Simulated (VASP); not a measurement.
MnS, 2 atoms in the cell. It takes space group R3m (No. 160, trigonal). Conventional cell: a = 3.660 Å, b = 3.660 Å, c = 9.002 Å, α = 90.00°, β = 90.00°, γ = 120.00°. Within 3.4 Å of Mn (site symmetry 3m) lie 6 S at 2.55 to 2.64 Å. S (site symmetry 3m) has 6 Mn at 2.55 to 2.64 Å within 3.4 Å.  This cell differs from its parent crystal: last atom moved by 0.08 Å along z, cell strained by +1.0% along z.

```yaml
Program: VASP 6.6.1
Task: single point
Functional: LDA
Potentials_or_basis: VASP PAW LDA potentials, release 64 (Mn_pv, S)
Cutoff: 710 eV
k_mesh: 15 × 15 × 15
Occupations: gaussian, width 0.03 eV
Spin: collinear spin, ferromagnetic start
Starting_moments: "[4.0, 0.0] μB"
Hubbard_terms: Mn d U = 6 eV
Tolerance_level: tight
Purpose: stress
Further_INCAR_settings: ALGO = Normal; EDIFF = 1e-08
```

Potentials or basis: VASP PAW LDA potentials, release 64 (Mn_pv, S).

Command:

```sh
$ cat potpaw_LDA.64/Mn_pv/POTCAR potpaw_LDA.64/S/POTCAR > POTCAR
$ mpirun -np 2 vasp_std > vasp.out
```

Hardware: 2 MPI ranks on Intel(R) Xeon(R) 6975P-C (Granite Rapids), on a shared host.

Q: Estimate the wall time of this run.

A: It took 86 s on 2 MPI ranks on Intel(R) Xeon(R) 6975P-C (Granite Rapids), on a shared host, peak memory 0.5 GiB a rank. Counts: scf iterations 17, k points 344.
